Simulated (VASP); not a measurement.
# P in VASP: further runs

Runs on P. Level: PBEsol. Tasks: single point.

Program: VASP 6.6.1. These are calculated values, not measurements. Logs are shortened: lines on timing, memory, paths and dates and some standing lists are left out, and cuts for length are marked.

### Step 1. The cell of the first run

The cell holds a slab with vacuum, 4 atoms: a = 3.537 Å, b = 37.549 Å, c = 3.992 Å, α = 90.00°, β = 90.00°, γ = 90.00°.

### Step 2. Single point, PBEsol

File INCAR:

```
PREC = Accurate ; ENCUT = 520
EDIFF = 1E-7 ; ISMEAR = 0
SIGMA = 0.05 ; LREAL = False
LASPH = True ; NELM = 100
ALGO = Normal ; ISIF = 2
LWAVE = False ; LCHARG = False
GGA = PS ; NBANDS = 18
```

File KPOINTS:

```
Automatic mesh
0
Gamma
  10 1 8
```

File POSCAR:

```
P
1.0
    3.5372884563      0.0000000000      0.0000000000
    0.0000000000     37.5485983782      0.0000000000
    0.0000000000      0.0000000000      3.9918095946
P
4
Direct
    0.0000000000      0.9702614300      0.5921507200
    0.0000000000      0.0297385700      0.4078492800
    0.5000000000      0.0297385700      0.0921507200
    0.5000000000      0.9702614300      0.9078492800
```

Potentials or basis: VASP PAW PBE potentials, release 64 (P).

Command:

```sh
cat potpaw_PBE.64/P/POTCAR > POTCAR
mpirun -np 1 vasp_std > vasp.out
```

OUTCAR:

```text
PREC = Accurate
   ENCUT = 520
   EDIFF = 1E-7
   ISMEAR = 0
   LREAL = False
   LASPH = True
   NELM = 100
   ISIF = 2
   GGA = PS

 ion  position               nearest neighbor table
   1  0.000  0.970  0.592-   4 2.17   4 2.17   2 2.35
   2  0.000  0.030  0.408-   3 2.17   3 2.17   1 2.35
   3  0.500  0.030  0.092-   2 2.17   2 2.17   4 2.35
   4  0.500  0.970  0.908-   1 2.17   1 2.17   3 2.35

  LATTYP: Found a simple orthorhombic cell.
 ALAT       =     3.5372884563
 B/A-ratio  =     1.1284942249
 C/A-ratio  =    10.6150795566

  Lattice vectors:

 A1 = (  -3.5372884563,   0.0000000000,   0.0000000000)
 A2 = (   0.0000000000,   0.0000000000,   3.9918095946)
 A3 = (   0.0000000000,  37.5485983782,   0.0000000000)

Analysis of symmetry for initial positions (statically):
=====================================================================
 Subroutine PRICEL returns:
 Original cell was already a primitive cell.

 Routine SETGRP: Setting up the symmetry group for a
 simple orthorhombic supercell.

 Subroutine GETGRP returns: Found  8 space group operations
 (whereof  4 operations were pure point group operations)
 out of a pool of  8 trial point group operations.

The static configuration has the point symmetry C_2h.
 The point group associated with its full space group is D_2h.

Analysis of symmetry for dynamics (positions and initial velocities):
=====================================================================
 Subroutine PRICEL returns:
 Original cell was already a primitive cell.

 Routine SETGRP: Setting up the symmetry group for a
 simple orthorhombic supercell.

 Subroutine GETGRP returns: Found  8 space group operations
 (whereof  4 operations were pure point group operations)
 out of a pool of  8 trial point group operations.

The dynamic configuration has the point symmetry C_2h.
 The point group associated with its full space group is D_2h.

 Subroutine INISYM returns: Found  8 space group operations
 (whereof  4 operations are pure point group operations),
 and found     1 'primitive' translations

----------------------------------------------------------------------------------------

                                     Primitive cell

  volume of cell :     530.1930

  direct lattice vectors                    reciprocal lattice vectors
     3.537288456  0.000000000  0.000000000     0.282702418  0.000000000  0.000000000
     0.000000000 37.548598378  0.000000000     0.000000000  0.026632153  0.000000000
[... 91 lines left out ...]
   EDIFFG = 0.1E-05   stopping-criterion for IOM
   NSW    =      0    number of steps for IOM
   IBRION =     -1    ionic relax: 0-MD 1-quasi-New 2-CG
   NFREE  =      0    steps in history (QN), initial steepest desc. (CG)
   ISIF   =      2    stress and relaxation
   ISYM   =      2    0-nonsym 1-usesym 2-fastsym
   POTIM  = 0.5000    time-step for ionic-motion
   TEBEG  =    0.0;   TEEND  =   0.0 temperature during run
   PSTRESS=    0.0 pullay stress
   NELECT =      20.0000    total number of electrons
   NUPDOWN=      -1.0000    fix difference up-down
   EMIN   =  10.00;   EMAX   =-10.00  energy-range for DOS
   EFERMI =   0.00;   METHOD = LEGACY
   ISMEAR =     0;   SIGMA  =   0.05  broadening in eV -4-tet -1-fermi 0-gaus
   EFERMI_NEDOS =   21; number of points for ismear=-14 and -15
   IALGO  =     38    algorithm
   IMIX   =      4    mixing-type and parameters
     AMIX     =   0.40;   BMIX     =  1.00
     AMIX_MAG =   1.60;   BMIX_MAG =  1.00
  volume/ion in A,a.u.               =     132.55       894.48
  Fermi-wavevector in a.u.,A,eV,Ry     =   0.549044  1.037542  4.101461  0.301449
  Thomas-Fermi vector in A             =   1.580001
   LORBIT       =      0    0 simple, 1 ext, 2 COOP (PROOUT), +10 PAW based schemes
   GGA     = PS    functional components
   LHFCALC =     F    Hartree Fock is set to
   AEXX    =    0.0000 exact exchange contribution
   IVDW    =     0    specifies the selected vdW correction
   LEPSILON=     F    determine dielectric tensor
   LRPA    =     F    only Hartree local field effects (RPA)
 non-spin polarized calculation
 Gauss-broadening in eV      SIGMA  =   0.05
  energy-cutoff  :      520.00
  volume of cell :      530.19
 maximum number of plane-waves:     14359
 NGX is ok and might be reduce to    28
   NGX = 13   NGY =139   NGZ = 15

 number of electron      20.0000000 magnetization

 Free energy of the ion-electron system (eV)
  ---------------------------------------------------
  ext. energy  EPLUGINS =         0.00000000
  ---------------------------------------------------
  free energy    TOTEN  =       -22.28730338 eV

  energy without entropy =      -22.28591044  energy(sigma->0) =      -22.28660691

 E-fermi :  -2.9648     XC(G=0):  -1.7266

 val. band max:       -3.0281282162   @ k =   0.0000   0.0000   0.0000
 cond. band min:      -2.9407702448   @ k =   0.0000   0.0000   0.1250
 fundamental gap:      0.0873579714
 Fermi energy:        -2.9648260679

 k-point     1 :       0.0000    0.0000    0.0000
  band No.  band energies     occupation
      1     -18.4320      2.00000
      2     -16.1032      2.00000
      3     -10.9833      2.00000
      4      -9.0557      2.00000
      5      -8.2608      2.00000
      6      -7.1732      2.00000
[... 481 lines left out ...]
      5      -8.4902      2.00000
      6      -8.4902      2.00000
[... 10 lines left out ...]
     17       3.9852      0.00000
     18       3.9852      0.00000

 [... further k-points ...]

------------------------ aborting loop because EDIFF is reached ----------------------------------------

  FORCE on cell =-STRESS in cart. coord.  units (eV):
  Direction    XX          YY          ZZ          XY          YZ          ZX
  --------------------------------------------------------------------------------------
  -------------------------------------------------------------------------------------
  Total       -1.8248343     -3.1471177      3.0476296      0.0000000     -0.0000000      0.0000000
  in kB       -5.5144219     -9.5101975      9.2095569      0.0000000     -0.0000000      0.0000000
  external PRESSURE =      -1.9383542 kB  Pullay stress =       0.0000000 kB

 VOLUME and BASIS-vectors are now :
 -----------------------------------------------------------------------------
  energy-cutoff  :      520.00
  volume of cell :      530.19
      direct lattice vectors                 reciprocal lattice vectors
     3.537288456  0.000000000  0.000000000     0.282702418  0.000000000  0.000000000
     0.000000000 37.548598378  0.000000000     0.000000000  0.026632153  0.000000000
     0.000000000  0.000000000  3.991809595     0.000000000  0.000000000  0.250512951

 POSITION                                       TOTAL-FORCE (eV/Angst)
 -----------------------------------------------------------------------------------
      0.00000     36.43196      2.36375         0.000000      0.701545     -1.711126
      0.00000      1.11664      1.62806         0.000000     -0.701545      1.711126
      1.76864      1.11664      0.36785         0.000000     -0.701545     -1.711126
      1.76864     36.43196      3.62396         0.000000      0.701545      1.711126
 -----------------------------------------------------------------------------------
    total drift:                               -0.000000     -0.000000     -0.000000

  FREE ENERGIE OF THE ION-ELECTRON SYSTEM (eV)
  ---------------------------------------------------
  free  energy   TOTEN  =       -22.2873033788 eV

  energy  without entropy=      -22.2859104366  energy(sigma->0) =      -22.28660691
```

OSZICAR:

```text
N       E                     dE             d eps       ncg     rms          rms(c)
DAV:   1     0.138485752018E+03    0.13849E+03   -0.54490E+03  1080   0.717E+02
DAV:   2    -0.364901777130E+01   -0.14213E+03   -0.13360E+03  1770   0.130E+02
DAV:   3    -0.221035732793E+02   -0.18455E+02   -0.18338E+02  1476   0.570E+01
[... 15 lines left out ...]
DAV:  19    -0.222872950347E+02   -0.13401E-04   -0.58613E-07  1268   0.170E-03    0.764E-04
DAV:  20    -0.222873004248E+02   -0.53901E-05   -0.18061E-07  1172   0.926E-04    0.234E-04
DAV:  21    -0.222873019420E+02   -0.15172E-05   -0.20791E-08  1196   0.357E-04    0.143E-04
DAV:  22    -0.222873030305E+02   -0.10885E-05   -0.21837E-08  1080   0.276E-04    0.975E-05
DAV:  23    -0.222873033171E+02   -0.28659E-06   -0.24041E-09  1062   0.134E-04    0.400E-05
DAV:  24    -0.222873033788E+02   -0.61685E-07    0.12664E-10   950   0.535E-05
   1 F= -.22287303E+02 E0= -.22286607E+02  d E =-.139294E-02
```

stdout:

```text
POSCAR found type information on POSCAR P
 POSCAR found :  1 types and       4 ions
 scaLAPACK will be used
 -----------------------------------------------------------------------------
|                                                                             |
|                                                                             |
|     You enforced a specific xc type in the INCAR file but a different       |
|     I HOPE YOU KNOW WHAT YOU ARE DOING!                                     |
|                                                                             |
 -----------------------------------------------------------------------------

 LDA part: xc-table for (Slater+PW92), standard interpolation
 POSCAR, INCAR and KPOINTS ok, starting setup
 FFT: planning ... GRIDC
 FFT: planning ... GRID_SOFT
 FFT: planning ... GRID
 WAVECAR not read
 entering main loop
```

It took 12 min on 1 thread of Intel Xeon 8259CL, shared host; peak memory 0.63 GiB.

Results:

```yaml
Free_energy: -22.2873 eV
Largest_force: 1.849 eV/Å
Band_gap_on_the_k_mesh: zero (bands 10 and 11 overlap by 0.10 eV)
```

Forces on the atoms (eV/Å):
```
P    0.000  0.702 -1.711
P    0.000 -0.702  1.711
P    0.000 -0.702 -1.711
P    0.000  0.702  1.711
```

Caveat: there is no dipole correction, which matters where the two faces differ; the PAW data sets were made with another functional, which shifts forces and pressure a little.

### Step 3. Single point, PBEsol

This run uses another cell than the first one, of the same volume but with other edges.

File INCAR:

```
ALGO = Normal
EDIFF = 1E-6
ENCUT = 520
GGA = PS
ISIF = 2
ISMEAR = 0
LASPH = T
LCHARG = F
LREAL = F
LWAVE = F
NBANDS = 18
NELM = 100
PREC = Accurate
SIGMA = 0.05
```

File KPOINTS:

```
k-points
0
Gamma
  10 1 8
```

File POSCAR:

```
P
1.0
    3.0087494347      0.0000000000      0.0000000000
    0.0000000000     31.9381146157      0.0000000000
    0.0000000000      0.0000000000      5.5174540868
P
4
Direct
    0.0000000000      0.9702614300      0.5921507200
    0.0000000000      0.0297385700      0.4078492800
    0.5000000000      0.0297385700      0.0921507200
    0.5000000000      0.9702614300      0.9078492800
```

Potentials or basis: VASP PAW PBE potentials, release 64 (P).

Command:

```sh
cat potpaw_PBE.64/P/POTCAR > POTCAR
mpirun -np 1 vasp_std > vasp.out
```

Run time: 10 min. Hardware: 1 thread of Intel Xeon 8259CL, shared host; peak memory 0.63 GiB.

The run converged. Its results:

* Free energy: -21.6556 eV
* Largest force: 1.977 eV/Å
* Band gap on the k mesh: zero (bands 10 and 11 overlap by 0.40 eV)

Forces in eV/Å, atoms in the order of the input:
```
P    0.000 -0.788  1.814
P    0.000  0.788 -1.814
P    0.000  0.788  1.814
P    0.000 -0.788 -1.814
```

Levels at points of the mesh, in eV from the Fermi level:
```tsv
k point	band 6	band 7	band 8	band 9	band 10	band 11	band 12	band 13	band 14	band 15
(0.00, 0.00, 0.00)	-5.35	-2.11	-1.43	-1.19	0.35	1.04	2.73	3.03	3.41	3.97
(0.50, 0.00, 0.00)	-6.34	-3.30	-3.30	-2.17	-2.17	0.04	0.04	1.53	1.53	4.35
(0.00, 0.00, 0.50)	-3.55	-3.17	-3.17	-0.75	-0.75	2.56	2.56	3.34	3.34	4.28
(0.50, 0.00, 0.50)	-5.37	-4.75	-4.75	-1.03	-1.03	0.26	0.26	2.88	2.88	2.89
```

Caveat: there is no dipole correction, which matters where the two faces differ; the PAW data sets were made with another functional, which shifts forces and pressure a little.

### Step 4. Single point, PBEsol

This run uses another cell than the first one, of the same volume but with other edges.

File INCAR:

```
PREC = Accurate
ENCUT = 520
EDIFF = 1E-6
ISMEAR = 0
SIGMA = 0.05
LREAL = False
LASPH = True
NELM = 100
ALGO = Normal
ISIF = 2
LWAVE = False
LCHARG = False
GGA = PS
NBANDS = 18
```

File KPOINTS:

```
regular mesh
0
Gamma
  10 1 8
```

File POSCAR:

```
P
1.0
    3.4665236214      0.0000000000      0.0000000000
    0.0000000000     36.7974240259      0.0000000000
    0.0000000000      0.0000000000      4.1564488800
P
4
Direct
    0.0000000000      0.9702614300      0.5921507200
    0.0000000000      0.0297385700      0.4078492800
    0.5000000000      0.0297385700      0.0921507200
    0.5000000000      0.9702614300      0.9078492800
```

Command:

```sh
cat potpaw_PBE.64/P/POTCAR > POTCAR
mpirun -np 1 vasp_std > vasp.out
```

Run time: 11 min. Hardware: 1 thread of Intel Xeon 8259CL, shared host; peak memory 0.64 GiB.

It converged, with:

```yaml
Free_energy: -22.5023 eV
Largest_force: 1.602 eV/Å
Band_gap_on_the_k_mesh: 0.11 eV (least direct gap 0.22 eV)
```

Forces in eV/Å, atoms in the order of the input:
```
P    0.000  0.592 -1.488
P    0.000 -0.592  1.488
P    0.000 -0.592 -1.488
P    0.000  0.592  1.488
```

Levels at points of the mesh, in eV from the valence-band top:
| k point | band 7 | band 8 | band 9 | band 10 | band 11 | band 12 | band 13 | band 14 |
| --- | --- | --- | --- | --- | --- | --- | --- | --- |
| (0.00, 0.00, 0.00) | -4.34 | -3.43 | -1.89 | -0.22 | 0.11 | 0.40 | 1.20 | 3.56 |
| (0.50, 0.00, 0.00) | -2.74 | -2.74 | -2.38 | -2.38 | 1.39 | 1.39 | 2.15 | 2.15 |
| (0.00, 0.00, 0.50) | -3.38 | -3.38 | -1.16 | -1.16 | 0.94 | 0.94 | 2.79 | 2.79 |
| (0.50, 0.00, 0.50) | -5.17 | -5.17 | -1.76 | -1.76 | 1.54 | 1.54 | 5.50 | 5.50 |

Caveat: there is no dipole correction, which matters where the two faces differ; semilocal functionals underestimate gaps, and a narrow one can read as zero; the PAW data sets were made with another functional, which shifts forces and pressure a little.

### Step 5. The runs side by side

| cell | gap on the mesh (eV) | largest force (eV/Å) |
| --- | --- | --- |
| a = 3.537, b = 37.549, c = 3.992 Å, 4 atoms | none | 1.85 |
| a = 3.009, b = 31.938, c = 5.517 Å, 4 atoms | none | 1.98 |
| a = 3.467, b = 36.797, c = 4.156 Å, 4 atoms | 0.11 | 1.60 |

Alike in all rows: task single point; level PBEsol; potentials or basis VASP PAW PBE potentials, release 64 (P); no spin polarisation; k mesh 10 × 1 × 8; cutoff (eV) 520; smearing gaussian 0.05 eV.

Caveats: there is no dipole correction, which matters where the two faces differ; the PAW data sets were made with another functional, which shifts forces and pressure a little; semilocal functionals underestimate gaps, and a narrow one can read as zero (at least some runs).

Total energies depend on the potentials used, so only differences within one code and one set of settings carry meaning.

The gap in the log of VASP goes by the Fermi energy; the results here count the filled bands.